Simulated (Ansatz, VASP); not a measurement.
Hf: VASP beside Ansatz

INCAR

```
SYSTEM = Hf
ALGO     = Fast           ! electronic algorithm
EDIFF    = 1E-7           ! SCF threshold, eV
ENCUT    = 520            ! plane-wave cutoff, eV
GGA      = PS             ! functional
ISIF     = 2              ! what is computed and relaxed
ISMEAR   = 0              ! smearing method
LASPH    = .True.         ! aspherical terms in the spheres
LCHARG   = .False.        ! write CHGCAR
LREAL    = .False.        ! projectors in reciprocal space
LWAVE    = .False.        ! write WAVECAR
NBANDS   = 17             ! bands
NELM     = 60             ! most SCF steps
PREC     = Accurate       ! precision mode
SIGMA    = 0.15           ! smearing width, eV
```

KPOINTS

```
k-points
0
Gamma
  18 18 10
  0 0 0
```

Contents of POSCAR:

```
Hf
1.0
    3.0023000000      0.0000000000      0.0000000000
   -1.5011500000      2.6000680698      0.0000000000
    0.0000000000      0.0000000000      4.6965000000
Hf
2
Direct
    0.3333333333      0.6666666667      0.2500000000
    0.6666666667      0.3333333333      0.7500000000
```

Input for Ansatz:

```yaml
crystal:
  lattice:
    - [3.0023, 0.0, 0.0]
    - [-1.50115, 2.6000680698, 0.0]
    - [0.0, 0.0, 4.6965]
  atoms:
    - { symbol: Hf, position: [0.3333333333, 0.6666666667, 0.25] }
    - { symbol: Hf, position: [0.6666666667, 0.3333333333, 0.75] }
basis:
  ecutwfc: 420
kpoints:
  mp_grid: { grid: [18, 18, 10] }
hamiltonian:
  xc: pbesol
  pseudopotentials: { kind: paw }
scf:
  occupations: { method: gaussian, width: 0.15 }
output:
  forces: true
  stress: true
  eigenvalues: true
```

Alike in both runs: task single point; functional PBEsol; k mesh 18 × 18 × 10; occupations gaussian, width 0.15 eV; no spin polarisation.

```csv
,VASP,Ansatz
version,VASP 6.6.1,Ansatz 0.2.0
potentials or method,"VASP PAW PBE potentials, release 64 (Hf_pv), cutoff 520 eV","scalar-relativistic, plane waves, PAW"
valence electrons in the cell,20,52
```

```tsv
	VASP	Ansatz	Ansatz less VASP
gap on the k mesh at the Fermi level (eV)	none	none	-
pressure (GPa)	24.3	24.7	+0.38
traceless stress, the component that is largest in VASP (GPa)	2.44	2.55	+0.114
```

VASP's potentials were made for PBE, not for PBEsol. A gap of «none» marks a metal or a gap that the smearing closes. VASP's potentials hold 20 valence electrons a cell and Ansatz's 52, so a difference there can come from the potentials and not from the codes.

Neither program's run includes spin-orbit coupling.
